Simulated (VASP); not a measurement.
A run of VASP 6.6.1:

INCAR

```
ALGO = Normal
DIPOL = 0.5 0.5 0.500
EDIFF = 1E-6
ENCUT = 520
GGA = PE
IDIPOL = 3
ISIF = 2
ISMEAR = 0
IVDW = 12
LASPH = T
LCHARG = F
LDIPOL = T
LREAL = F
LWAVE = F
NBANDS = 59
NELM = 60
PREC = Accurate
SIGMA = 0.05
```

Contents of KPOINTS:

```
k-points
0
Gamma
  9 9 1
```

The input POSCAR:

```
Bi2Se3
1.0
    4.1436098281      0.0000000000      0.0000000000
   -2.0718049140      3.5884713745      0.0000000000
    0.0000000000      0.0000000000     31.4820458992
Se Bi
6 4
Direct
    0.0000000000      0.0000000000      0.2380435697
    0.6666666667      0.3333333333      0.3491794223
    0.3333333333      0.6666666667      0.4602607975
    0.6666666667      0.3333333333      0.5397392031
    0.3333333333      0.6666666667      0.6508205366
    0.0000000000      0.0000000000      0.7619564182
    0.3333333333      0.6666666667      0.2878769950
    0.0000000000      0.0000000000      0.4102546818
    0.0000000000      0.0000000000      0.5897453574
    0.6666666667      0.3333333333      0.7121230183
```

Potentials or basis: VASP PAW PBE potentials, release 64 (Se, Bi_d).

Run with:

```console
$ cat potpaw_PBE.64/Se/POTCAR potpaw_PBE.64/Bi_d/POTCAR > POTCAR
$ mpirun -np 1 vasp_std > vasp.out
```

Hardware: 1 thread of Intel(R) Xeon(R) Platinum 8488C (Sapphire Rapids), with other jobs on the host.

Q: Estimate the wall time of this run.

A: It took 6 min on 1 thread of Intel(R) Xeon(R) Platinum 8488C (Sapphire Rapids) (shared host), peak memory 0.65 GiB. Counts: scf iterations 22, k points 12.
